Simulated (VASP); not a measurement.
Set up this calculation in VASP 6.6.1, as the native input.

```yaml
Task: single point
Functional: B3LYP5
Potentials_or_basis: VASP PAW PBE potentials, release 64 (Pb_d)
Cutoff: 520 eV
k_mesh: 5 × 5 × 5
Occupations: fermi-dirac, width 0.05 eV
Spin: no spin polarisation
Dipole_correction: no
Grid_for_exact_exchange_PRECFOCK: Normal
Further_INCAR_settings: ALGO = Normal; EDIFF = 1e-06; NBANDS = 13
```

Crystal: Pb.

```
Pb
1.0
     0.00000    2.45841    2.45841
     2.45841    0.00000    2.45841
     2.45841    2.45841    0.00000
Pb
1
Cartesian
  0.0000 0.0000 0.0000
```

The input as run:

POSCAR

```
Pb
1.0
    0.0000000000      2.4584086270      2.4584086270
    2.4584086270      0.0000000000      2.4584086270
    2.4584086270      2.4584086270      0.0000000000
Pb
1
Direct
    0.0000000000      0.0000000000      0.0000000000
```

INCAR.step1

```
  ALGO = Normal
  EDIFF = 1E-5
  ENCUT = 520
  GGA = PE
  ISIF = 2
  ISMEAR = -1
  LASPH = True
  LCHARG = False
  LREAL = False
  LWAVE = True
  NBANDS = 13
  NELM = 60
  PREC = Accurate
  SIGMA = 0.05
```

INCAR.step2

```
  AEXX = 0.2
  AGGAC = 0.81
  AGGAX = 0.72
  ALDAC = 0.19
  ALGO = Normal
  EDIFF = 1E-6
  ENCUT = 520
  GGA = B5
  ISIF = 2
  ISMEAR = -1
  ISTART = 1
  LASPH = True
  LCHARG = False
  LHFCALC = True
  LREAL = False
  LWAVE = False
  NBANDS = 13
  NELM = 60
  PREC = Accurate
  PRECFOCK = Normal
  SIGMA = 0.05
```

KPOINTS

```
k-points
0
Gamma
  5 5 5
```

Potentials or basis: VASP PAW PBE potentials, release 64 (Pb_d).

Run with:

```sh
$ cat potpaw_PBE.64/Pb_d/POTCAR > POTCAR
$ cp INCAR.step1 INCAR
$ mpirun -np 1 vasp_std > vasp.out
$ cp INCAR.step2 INCAR
$ mpirun -np 1 vasp_std > vasp.out
```

Results of the run:

The pressure is 5.1 GPa. The band gap on the k mesh is zero (band 7 reaches 16.19 eV, above the bottom of band 8 at 6.96 eV).

Caveat: the k points lie up to 0.44 Å⁻¹ apart; the PAW data sets were made with another functional, which shifts forces and pressure a little; spin-orbit coupling is left out, which moves the levels of the heavy elements.

Wall time 4.5 min on 1 thread of Intel(R) Xeon(R) Platinum 8488C (Sapphire Rapids), with other jobs on the host, peak memory 0.17 GiB.
